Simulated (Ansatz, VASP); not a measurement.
**One calculation of NaF, two programs**

POSCAR

```
NaF
1.0
   -0.0430719017      2.2971680881      2.2971680881
    2.2971680881     -0.0430719017      2.2971680881
    2.2540961864      2.2540961864      0.0000000000
Na F
1 1
Direct
    0.0000000000      0.0000000000      0.0000000000
    0.5000000000      0.5000000000      0.5000000000
```

The input INCAR.step1:

```
SYSTEM = NaF
PREC = Accurate ; ENCUT = 520
ISMEAR = 0 ; SIGMA = 0.01
LREAL = .False. ; LASPH = .True.
NELM = 60 ; NBANDS = 14
GGA = PE ; ALGO = Normal
EDIFF = 1E-4 ; LWAVE = .True.
LCHARG = .False.
```

The input INCAR.step2:

```
SYSTEM = NaF
PREC = Accurate ; ENCUT = 520
EDIFF = 1E-7 ; ISMEAR = 0
SIGMA = 0.01 ; LREAL = .False.
LASPH = .True. ; NELM = 60
ALGO = Normal ; ISIF = 2
LWAVE = .False. ; LCHARG = .True.
METAGGA = R2SCAN ; LMIXTAU = .True.
LELF = .True. ; LVHAR = .True.
NBANDS = 14 ; ISTART = 1
```

The input KPOINTS:

```
Automatic mesh
0
Gamma
  10 10 10
  0 0 0
```

Input for Ansatz:

```yaml
crystal:
  lattice:
    - [-0.0430719017, 2.2971680881, 2.2971680881]
    - [2.2971680881, -0.0430719017, 2.2971680881]
    - [2.2540961864, 2.2540961864, 0.0]
  atoms:
    - { symbol: Na, position: [0.0, 0.0, 0.0] }
    - { symbol: F, position: [0.5, 0.5, 0.5] }
kpoints:
  mp_grid: { grid: [10, 10, 10] }
  band_path:
    path:
      - [0.0, 0.0, 0.0]
      - [0.5, 0.0, 0.5]
      - [0.625, 0.25, 0.625]
      - [0.375, 0.375, 0.75]
      - [0.5, 0.5, 0.5]
      - [0.5, 0.25, 0.75]
    npoints: 1
hamiltonian:
  xc: r2scan
scf:
  occupations: { method: fixed }
  n_extra_bands: 4
output:
  forces: true
  stress: true
  eigenvalues: true
```

Change from the starting cell: shear_xy strain -3.8%.

Alike in both runs: task single point; functional r2SCAN; k mesh 10 × 10 × 10; no spin polarisation.

|  | VASP | Ansatz |
| --- | --- | --- |
| version | VASP 6.6.1 | Ansatz 0.2.0 |
| potentials or method | VASP PAW PBE potentials, release 64 (Na_pv, F) | plane waves, PAW |
| plane-wave cutoff (eV) | 520 | 500 |
| occupations | gaussian, width 0.01 eV | fixed |
| valence electrons in the cell | 14 | 16 |

VASP gave:

```
gap on the k mesh at the Fermi level (eV)                     : 7.26
pressure (GPa)                                                : -0.7
traceless stress, the component that is largest in VASP (GPa) : 1.06
```

Task: What did Ansatz give for the same quantities?

Result: gap on the k mesh at the Fermi level (eV): 7.22; pressure (GPa): 0.0; traceless stress, the component that is largest in VASP (GPa): 1.08.

VASP's potentials were made for PBE, not for r2SCAN. VASP's potentials hold 14 valence electrons a cell and Ansatz's 16, so a difference there can come from the potentials and not from the codes.
